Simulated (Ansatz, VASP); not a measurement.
**GaP: VASP beside Ansatz**

Contents of INCAR:

```
PREC = Accurate
ENCUT = 520
EDIFF = 1E-7
ISMEAR = 0
SIGMA = 0.05
LREAL = F
LASPH = T
NELM = 60
ALGO = Normal
ISIF = 2
LWAVE = F
LCHARG = F
GGA = CA
NBANDS = 26
```

KPOINTS

```
regular mesh
0
Gamma
  12 12 12
```

POSCAR

```
GaP
1.0
    1.8284472848      1.0556545321      7.2619487991
   -1.8284472848      1.0556545321      7.2619487991
    0.0000000000     -2.1113090642      7.2619487991
Ga P
2 2
Direct
    0.4353720000      0.4353720000      0.4353720000
    0.5646280000      0.5646280000      0.5646280000
    0.0573890000      0.0573890000      0.0573890000
    0.9426110000      0.9426110000      0.9426110000
```

Input for Ansatz:

```yaml
crystal:
  lattice:
    - [1.8284472848, 1.0556545321, 7.2619487991]
    - [-1.8284472848, 1.0556545321, 7.2619487991]
    - [0.0, -2.1113090642, 7.2619487991]
  atoms:
    - { symbol: Ga, position: [0.435372, 0.435372, 0.435372] }
    - { symbol: Ga, position: [0.564628, 0.564628, 0.564628] }
    - { symbol: P, position: [0.057389, 0.057389, 0.057389] }
    - { symbol: P, position: [0.942611, 0.942611, 0.942611] }
basis:
  ecutwfc: 420
kpoints:
  mp_grid: { grid: [12, 12, 12] }
hamiltonian:
  xc: lda
scf:
  occupations: { method: gaussian, width: 0.05 }
output:
  forces: true
  stress: true
  eigenvalues: true
```

Alike in both runs: task single point; functional LDA; k mesh 12 × 12 × 12; occupations gaussian, width 0.05 eV; no spin polarisation.

|  | VASP | Ansatz |
| --- | --- | --- |
| version | VASP 6.6.1 | Ansatz 0.2.0 |
| potentials or method | VASP PAW LDA potentials, release 64 (Ga_d, P), cutoff 520 eV | scalar-relativistic, plane waves, PAW |
| valence electrons in the cell | 36 | 36 |

Ansatz gave:

```
gap on the k mesh at the Fermi level (eV)                     : none
pressure (GPa)                                                : -2.5
traceless stress, the component that is largest in VASP (GPa) : -15.29
rms of the force components (eV/Å)                            : 0.295
```

Q: Estimate VASP's values.

A: gap on the k mesh at the Fermi level (eV): none; pressure (GPa): -2.4; traceless stress, the component that is largest in VASP (GPa): -15.37; rms of the force components (eV/Å): 0.303.

LDA's correlation is that of Perdew and Zunger in VASP and of Perdew and Wang (1992) in Ansatz. Atom by atom the forces differ by 0.008 eV/Å (rms over components). A gap of «none» marks a metal or a gap that the smearing closes.
